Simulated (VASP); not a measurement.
Input of a VASP 6.6.1 run:

The input POSCAR:

```
LiH3O2
1.0
    4.0909602853      0.0000000000      0.0000000000
   -2.0454801427      3.5428755330      0.0000000000
    0.0000000000      0.0000000000      2.3474003741
Li H O
1 3 2
Direct
    0.0000000000      0.0000000000      0.0000000000
    0.5000000000      0.0000000000      0.5000000000
    0.5000000000      0.5000000000      0.5000000000
    0.0000000000      0.5000000000      0.5000000000
    0.3333333333      0.6666666667      0.0000000000
    0.6666666667      0.3333333333      0.0000000000
```

The input INCAR.step1:

```
ALGO     = Normal         # electronic algorithm
EDIFF    = 1E-4           # SCF threshold, eV
ENCUT    = 520            # plane-wave cutoff, eV
GGA      = PE             # functional
ISMEAR   = 0              # smearing method
LASPH    = True           # aspherical terms in the spheres
LCHARG   = False          # write CHGCAR
LREAL    = False          # projectors in reciprocal space
LWAVE    = True           # write WAVECAR
NBANDS   = 18             # bands
NELM     = 60             # most SCF steps
PREC     = Accurate       # precision mode
SIGMA    = 0.1            # smearing width, eV
```

File INCAR.step2:

```
ALGO     = Normal         # electronic algorithm
EDIFF    = 1E-6           # SCF threshold, eV
ENCUT    = 520            # plane-wave cutoff, eV
ISIF     = 2              # what is computed and relaxed
ISMEAR   = 0              # smearing method
ISTART   = 1            
LASPH    = True           # aspherical terms in the spheres
LCHARG   = False          # write CHGCAR
LMIXTAU  = True         
LREAL    = False          # projectors in reciprocal space
LWAVE    = False          # write WAVECAR
METAGGA  = R2SCAN         # meta-GGA
NBANDS   = 18             # bands
NELM     = 60             # most SCF steps
PREC     = Accurate       # precision mode
SIGMA    = 0.1            # smearing width, eV
```

File KPOINTS:

```
k-points
0
Gamma
  6 6 6
```

Potentials or basis: VASP PAW PBE potentials, release 64 (Li_sv, H, O).

Launch:

```sh
$ cat potpaw_PBE.64/Li_sv/POTCAR potpaw_PBE.64/H/POTCAR potpaw_PBE.64/O/POTCAR > POTCAR
$ cp INCAR.step1 INCAR
$ mpirun -np 1 vasp_std > vasp.out
$ cp INCAR.step2 INCAR
$ mpirun -np 1 vasp_std > vasp.out
```

Task: Predict the band gap on the k mesh.

Result: Zero (band 9 reaches 3.69 eV, above the bottom of band 10 at 3.28 eV).

Caveat: the k points lie up to 0.45 Å⁻¹ apart.
